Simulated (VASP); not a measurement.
Input of a VASP 6.6.1 run:

Contents of INCAR:

```
ALGO = Normal
EDIFF = 1E-7
ENCUT = 520
GGA = CA
ISIF = 2
ISMEAR = -1
LASPH = T
LCHARG = T
LELF = T
LREAL = F
LVHAR = T
LWAVE = F
NBANDS = 18
NELM = 60
PREC = Accurate
SIGMA = 0.1
```

File KPOINTS:

```
k-points
0
Gamma
  15 15 15
```

File POSCAR:

```
Sc
1.0
    0.0000000000      2.9991610739      2.9991610739
    2.9991610739      0.0000000000      2.9991610739
    2.9991610739      2.9991610739      0.0000000000
Sc
2
Direct
    0.1250000000      0.1250000000      0.1250000000
    0.8750000000      0.8750000000      0.8750000000
```

Potentials or basis: VASP PAW LDA potentials, release 64 (Sc_sv).

The run is started by

```bash
$ cat potpaw_LDA.64/Sc_sv/POTCAR > POTCAR
$ mpirun -np 1 vasp_std > vasp.out
```

Estimate the band gap on the k mesh.

zero (bands 11 and 12 overlap by 0.78 eV).

What does it give for the pressure?

0.0 GPa.
